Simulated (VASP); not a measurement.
Input of a VASP 6.6.1 run:

File INCAR:

```
PREC     = Accurate       # precision mode
ENCUT    = 520            # plane-wave cutoff, eV
EDIFF    = 1E-6           # SCF threshold, eV
ISMEAR   = 0              # smearing method
SIGMA    = 0.1            # smearing width, eV
LREAL    = F              # projectors in reciprocal space
LASPH    = T              # aspherical terms in the spheres
NELM     = 100            # most SCF steps
ALGO     = Normal         # electronic algorithm
ISIF     = 2              # what is computed and relaxed
LWAVE    = F              # write WAVECAR
LCHARG   = F              # write CHGCAR
GGA      = PE             # functional
NBANDS   = 34             # bands
```

File KPOINTS:

```
Automatic mesh
0
Gamma
  6 6 2
```

File POSCAR:

```
KHf3O2
1.0
    4.1919381700      0.0000000000      0.0000000000
   -2.0959690900      3.6303249500      0.0000000000
    0.0000000000      0.0000000000      8.2342679200
K Hf O
1 3 2
Direct
    0.6666666700      0.3333333300      0.0000000000
    0.6666666700      0.3333333300      0.5000000000
    0.0000000000      0.0000000000      0.0000000000
    0.0000000000      0.0000000000      0.5000000000
    0.3333333300      0.6666666700      0.2478150000
    0.3333333300      0.6666666700      0.7521850000
```

Potentials or basis: VASP PAW PBE potentials, release 64 (K_sv, Hf_pv, O).

Run with:

```sh
$ cat potpaw_PBE.64/K_sv/POTCAR potpaw_PBE.64/Hf_pv/POTCAR potpaw_PBE.64/O/POTCAR > POTCAR
$ mpirun -np 1 vasp_std > vasp.out
```

Problem. Estimate the largest force.

Solution. 0.631 eV/Å.

Problem. What does it give for the band gap on the k mesh?

Solution. Zero (an odd number of electrons rules out a gap without spin polarisation).

Forces in eV/Å, atoms in the order of the input:
```
K    0.000  0.000  0.000
Hf   0.000  0.000  0.000
Hf   0.000  0.000  0.000
Hf   0.000  0.000  0.000
O    0.000  0.000 -0.631
O    0.000  0.000  0.631
```

Caveat: the k points lie up to 0.38 Å⁻¹ apart, too coarse for converged energies and pressures of a metal; spin-orbit coupling is left out, which moves the levels of the heavy elements.
